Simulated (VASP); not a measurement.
# Ru (P6_3/mmc) in VASP: further runs

The runs below take Ru through single point, relaxation of cell and atoms, with r2SCAN.

Everything below comes from runs of VASP 6.6.1. Logs are shortened: lines on timing, memory, paths and dates and some standing lists are left out, and cuts for length are marked.

## 1. The cell of the first run

Symmetry: P6_3/mmc, No. 194, hexagonal system. Conventional cell: a = 2.706 Å, b = 2.706 Å, c = 4.258 Å, α = 90.00°, β = 90.00°, γ = 120.00°. Ru (site symmetry -6m2) has 12 Ru at 2.64 to 2.71 Å within 3.5 Å.

## 2. Single point, r2SCAN

File POSCAR:

```
Ru
1.0
    2.7059477275      0.0000000000      0.0000000000
   -1.3529738637      2.3434194734      0.0000000000
    0.0000000000      0.0000000000      4.2579056553
Ru
2
Direct
    0.3333333333      0.6666666667      0.2500000000
    0.6666666667      0.3333333333      0.7500000000
```

File INCAR.step1:

```
  PREC = Accurate
  ENCUT = 520
  ISMEAR = -1
  SIGMA = 0.1
  LREAL = F
  LASPH = T
  NELM = 100
  NBANDS = 21
  GGA = PE
  ALGO = Normal
  EDIFF = 1E-4
  LWAVE = T
  LCHARG = F
```

File INCAR.step2:

```
  PREC = Accurate
  ENCUT = 520
  EDIFF = 1E-6
  ISMEAR = -1
  SIGMA = 0.1
  LREAL = F
  LASPH = T
  NELM = 100
  ALGO = Normal
  ISIF = 2
  LWAVE = F
  LCHARG = F
  METAGGA = R2SCAN
  LMIXTAU = T
  NBANDS = 21
  ISTART = 1
```

File KPOINTS:

```
regular mesh
0
Gamma
  13 13 8
```

Potentials or basis: VASP PAW PBE potentials, release 64 (Ru_pv).

Run with:

```console
cat potpaw_PBE.64/Ru_pv/POTCAR > POTCAR
cp INCAR.step1 INCAR
mpirun -np 1 vasp_std > vasp.out
cp INCAR.step2 INCAR
mpirun -np 1 vasp_std > vasp.out
```

OUTCAR:

```text
PREC = Accurate
   ENCUT = 520
   EDIFF = 1E-6
   ISMEAR = -1
   LREAL = F
   LASPH = T
   NELM = 100
   ISIF = 2
   METAGGA = R2SCAN
   ISTART = 1

 ion  position               nearest neighbor table
   1  0.333  0.667  0.250-   2 2.64   2 2.64   2 2.64   2 2.64   2 2.64   2 2.64
   2  0.667  0.333  0.750-   1 2.64   1 2.64   1 2.64   1 2.64   1 2.64   1 2.64

  LATTYP: Found a hexagonal cell.
 ALAT       =     2.7059477275
 C/A-ratio  =     1.5735358123

  Lattice vectors:

 A1 = (   2.7059477275,   0.0000000000,   0.0000000000)
 A2 = (  -1.3529738637,   2.3434194734,   0.0000000000)
 A3 = (   0.0000000000,   0.0000000000,   4.2579056553)

Analysis of symmetry for initial positions (statically):
=====================================================================
 Subroutine PRICEL returns:
 Original cell was already a primitive cell.

 Routine SETGRP: Setting up the symmetry group for a
 hexagonal supercell.

 Subroutine GETGRP returns: Found 24 space group operations
 (whereof 12 operations were pure point group operations)
 out of a pool of 24 trial point group operations.

The static configuration has the point symmetry D_3d.
 The point group associated with its full space group is D_6h.

Analysis of symmetry for dynamics (positions and initial velocities):
=====================================================================
 Subroutine PRICEL returns:
 Original cell was already a primitive cell.

 Routine SETGRP: Setting up the symmetry group for a
 hexagonal supercell.

 Subroutine GETGRP returns: Found 24 space group operations
 (whereof 12 operations were pure point group operations)
 out of a pool of 24 trial point group operations.

The dynamic configuration has the point symmetry D_3d.
 The point group associated with its full space group is D_6h.

 Subroutine INISYM returns: Found 24 space group operations
 (whereof 12 operations are pure point group operations),
 and found     1 'primitive' translations

----------------------------------------------------------------------------------------

                                     Primitive cell

  volume of cell :      27.0001

  direct lattice vectors                    reciprocal lattice vectors
     2.705947727  0.000000000  0.000000000     0.369556289  0.213363423  0.000000000
    -1.352973864  2.343419473  0.000000000     0.000000000  0.426726846  0.000000000
     0.000000000  0.000000000  4.257905655     0.000000000  0.000000000  0.234857247

  length of vectors
     2.705947727  2.705947728  4.257905655     0.426726846  0.426726846  0.234857247

  position of ions in fractional coordinates (direct lattice)
     0.333333333  0.666666667  0.250000000
     0.666666667  0.333333333  0.750000000

  ion indices of the primitive-cell ions
   primitive index   ion index
                 1           1
                 2           2

----------------------------------------------------------------------------------------

 KPOINTS: regular mesh

Automatic generation of k-mesh.
 Grid dimensions read from file:
 generate k-points for:   13   13    8

 Generating k-lattice:

  Cartesian coordinates                     Fractional coordinates (reciprocal lattice)
     0.028427407  0.016412571  0.000000000     0.076923077 -0.000000000  0.000000000
     0.000000000  0.032825142  0.000000000     0.000000000  0.076923077  0.000000000
     0.000000000  0.000000000  0.029357156     0.000000000  0.000000000  0.125000000

  Length of vectors
     0.032825142  0.032825142  0.029357156

  Shift w.r.t. Gamma in fractional coordinates (k-lattice)
     0.000000000  0.000000000  0.000000000

 Subroutine IBZKPT returns following result:
 ===========================================

 Found    105 irreducible k-points:

 Following reciprocal coordinates:
            Coordinates               Weight
  0.000000  0.000000  0.000000      1.000000
  0.076923  0.000000  0.000000      6.000000
  0.153846 -0.000000  0.000000      6.000000
  0.230769 -0.000000  0.000000      6.000000
  0.307692 -0.000000  0.000000      6.000000
  0.384615  0.000000  0.000000      6.000000
[... 16 lines left out ...]
  0.076923  0.000000  0.125000     12.000000
  0.153846 -0.000000  0.125000     12.000000
 [... further k-points ...]
   k-points           NKPTS =    105   k-points in BZ     NKDIM =    105   number of bands    NBANDS=     21
   number of dos      NEDOS =    301   number of ions     NIONS =      2
   total plane-waves  NPLWV =  12800
   dimension x,y,z NGX =    20 NGY =   20 NGZ =   32
   dimension x,y,z NGXF=    40 NGYF=   40 NGZF=   64
   ions per type =               2
   NGX,Y,Z   is equivalent  to a cutoff of  12.29, 12.29, 12.49 a.u.
   NGXF,Y,Z  is equivalent  to a cutoff of  24.57, 24.57, 24.99 a.u.
 SYSTEM =  unknown system
   PREC   = accura    normal or accurate (medium, high low for compatibility)
   ISTART =      1    job   : 0-new  1-cont  2-samecut
   ICHARG =      0    charge: 1-file 2-atom 10-const
   ISPIN  =      1    spin polarized calculation?
   LNONCOLLINEAR =      F non collinear calculations
   LSORBIT =      F    spin-orbit coupling
   LASPH  =      T    aspherical Exc in radial PAW
   ENCUT  =  520.0 eV  38.22 Ry    6.18 a.u.   5.03  5.03  7.92*2*pi/ulx,y,z
   NELM   =    100;   NELMIN=  2; NELMDL=  0     # of ELM steps
   EDIFF  = 0.1E-05   stopping-criterion for ELM
   LREAL  =      F    real-space projection
   EDIFFG = 0.1E-04   stopping-criterion for IOM
   NSW    =      0    number of steps for IOM
   IBRION =     -1    ionic relax: 0-MD 1-quasi-New 2-CG
   NFREE  =      0    steps in history (QN), initial steepest desc. (CG)
   ISIF   =      2    stress and relaxation
   ISYM   =      2    0-nonsym 1-usesym 2-fastsym
   POTIM  = 0.5000    time-step for ionic-motion
   TEBEG  =    0.0;   TEEND  =   0.0 temperature during run
   PSTRESS=    0.0 pullay stress
   NELECT =      28.0000    total number of electrons
   NUPDOWN=      -1.0000    fix difference up-down
   EMIN   =  10.00;   EMAX   =-10.00  energy-range for DOS
   EFERMI =   0.00;   METHOD = LEGACY
   ISMEAR =    -1;   SIGMA  =   0.10  broadening in eV -4-tet -1-fermi 0-gaus
   EFERMI_NEDOS =   21; number of points for ismear=-14 and -15
   IALGO  =     38    algorithm
   IMIX   =      4    mixing-type and parameters
     AMIX     =   0.40;   BMIX     =  1.00
     AMIX_MAG =   1.60;   BMIX_MAG =  1.00
  volume/ion in A,a.u.               =      13.50        91.10
  Fermi-wavevector in a.u.,A,eV,Ry     =   1.657063  3.131395 37.359663  2.745858
  Thomas-Fermi vector in A             =   2.744880
   LORBIT       =      0    0 simple, 1 ext, 2 COOP (PROOUT), +10 PAW based schemes
   METAGGA = R2SCAN    functional components
   LHFCALC =     F    Hartree Fock is set to
   AEXX    =    0.0000 exact exchange contribution
   IVDW    =     0    specifies the selected vdW correction
   LEPSILON=     F    determine dielectric tensor
   LRPA    =     F    only Hartree local field effects (RPA)
 non-spin polarized calculation
  energy-cutoff  :      520.00
  volume of cell :       27.00
 maximum number of plane-waves:       743
 NGX is ok and might be reduce to    20
   NGX =  9   NGY =  9   NGZ = 15

 number of electron      28.0000003 magnetization

 Free energy of the ion-electron system (eV)
  ---------------------------------------------------
  ext. energy  EPLUGINS =         0.00000000
  ---------------------------------------------------
  free energy    TOTEN  =       -50.88036629 eV

  energy without entropy =      -50.82863583  energy(sigma->0) =      -50.85450106

 E-fermi :  12.8698     XC(G=0): -15.4480

 val. band max:       12.8233047183   @ k =   0.4615   0.0769   0.2500
 cond. band min:      12.8722157408   @ k =   0.0769   0.0000   0.3750
 fundamental gap:      0.0489110225
 Fermi energy:        12.8697723932

 k-point     1 :       0.0000    0.0000    0.0000
  band No.  band energies     occupation
      1     -32.2855      2.00000
      2     -31.2604      2.00000
      3     -31.2604      2.00000
      4     -31.0687      2.00000
      5     -31.0687      2.00000
      6     -31.0143      2.00000
[... 13 lines left out ...]
     20      21.2389      0.00000
     21      23.8171      0.00000

 k-point     2 :       0.0769    0.0000    0.0000
  band No.  band energies     occupation
      1     -32.2633      2.00000
      2     -31.3066      2.00000
      3     -31.2761      2.00000
      4     -31.1172      2.00000
      5     -31.0748      2.00000
      6     -31.0249      2.00000
[... 13 lines left out ...]
     20      21.2389      0.00000
     21      23.7814      0.00000

 k-point     3 :       0.1538   -0.0000    0.0000
  band No.  band energies     occupation
      1     -32.1992      2.00000
      2     -31.4349      2.00000
      3     -31.3185      2.00000
      4     -31.2490      2.00000
      5     -31.0928      2.00000
      6     -31.0567      2.00000
[... 13 lines left out ...]
     20      21.2389      0.00000
     21      23.6659      0.00000

 k-point     4 :       0.2308   -0.0000    0.0000
  band No.  band energies     occupation
      1     -32.1007      2.00000
      2     -31.6159      2.00000
      3     -31.4288      2.00000
      4     -31.3759      2.00000
      5     -31.1202      2.00000
      6     -31.1094      2.00000
[... 13 lines left out ...]
     20      21.2389      0.00000
     21      23.4888      0.00000

 k-point     5 :       0.3077   -0.0000    0.0000
  band No.  band energies     occupation
      1     -31.9803      2.00000
      2     -31.8080      2.00000
      3     -31.6128      2.00000
      4     -31.4346      2.00000
      5     -31.1811      2.00000
      6     -31.1508      2.00000
[... 13 lines left out ...]
     20      22.1597      0.00000
     21      23.2851      0.00000
[... 382 lines left out ...]
     20      21.2394      0.00000
     21      21.2406      0.00000

 k-point    22 :       0.0000    0.0000    0.1250
  band No.  band energies     occupation
      1     -32.2397      2.00000
      2     -31.2532      2.00000
      3     -31.2532      2.00000
      4     -31.0761      2.00000
      5     -31.0761      2.00000
      6     -31.0656      2.00000
[... 13 lines left out ...]
     20      21.2389      0.00000
     21      24.6087      0.00000

 k-point    23 :       0.0769    0.0000    0.1250
  band No.  band energies     occupation
      1     -32.2198      2.00000
      2     -31.2982      2.00000
      3     -31.2686      2.00000
      4     -31.1433      2.00000
      5     -31.0826      2.00000
      6     -31.0557      2.00000
[... 13 lines left out ...]
     20      21.2388      0.00000
     21      24.5962      0.00000

 k-point    24 :       0.1538   -0.0000    0.1250
  band No.  band energies     occupation
      1     -32.1634      2.00000
      2     -31.4227      2.00000
      3     -31.3101      2.00000
      4     -31.2815      2.00000
      5     -31.1016      2.00000
      6     -31.0759      2.00000
[... 13 lines left out ...]
     20      21.2389      0.00000
     21      24.5673      0.00000

 [... further k-points ...]

------------------------ aborting loop because EDIFF is reached ----------------------------------------

  FORCE on cell =-STRESS in cart. coord.  units (eV):
  Direction    XX          YY          ZZ          XY          YZ          ZX
  --------------------------------------------------------------------------------------
  -------------------------------------------------------------------------------------
  Total        0.2501841      0.2501841      0.2768179      0.0000000      0.0000000      0.0000000
  in kB       14.8458415     14.8458415     16.4262844      0.0000000      0.0000000      0.0000000
  external PRESSURE =      15.3726558 kB  Pullay stress =       0.0000000 kB

 VOLUME and BASIS-vectors are now :
 -----------------------------------------------------------------------------
  energy-cutoff  :      520.00
  volume of cell :       27.00
      direct lattice vectors                 reciprocal lattice vectors
     2.705947727  0.000000000  0.000000000     0.369556289  0.213363423  0.000000000
    -1.352973864  2.343419473  0.000000000     0.000000000  0.426726846  0.000000000
     0.000000000  0.000000000  4.257905655     0.000000000  0.000000000  0.234857247

 POSITION                                       TOTAL-FORCE (eV/Angst)
 -----------------------------------------------------------------------------------
     -0.00000      1.56228      1.06448         0.000000     -0.000000      0.000000
      1.35297      0.78114      3.19343        -0.000000      0.000000      0.000000
 -----------------------------------------------------------------------------------
    total drift:                               -0.000000      0.000000     -0.000000

  FREE ENERGIE OF THE ION-ELECTRON SYSTEM (eV)
  ---------------------------------------------------
  free  energy   TOTEN  =       -50.8803662905 eV

  energy  without entropy=      -50.8286358293  energy(sigma->0) =      -50.85450106
```

Wall time 1.7 min (1 thread of Intel Xeon Platinum 8375C at 2.90GHz (Ice Lake), shared host); peak memory 0.17 GiB.

Results:

- Free energy: -50.8804 eV
- Pressure: 1.5 GPa
- Band gap on the k mesh: zero (bands 14 and 15 overlap by 3.25 eV)

Caveat: the PAW data sets were made with another functional, which shifts forces and pressure a little.

(Continued in part 2 of 2.)
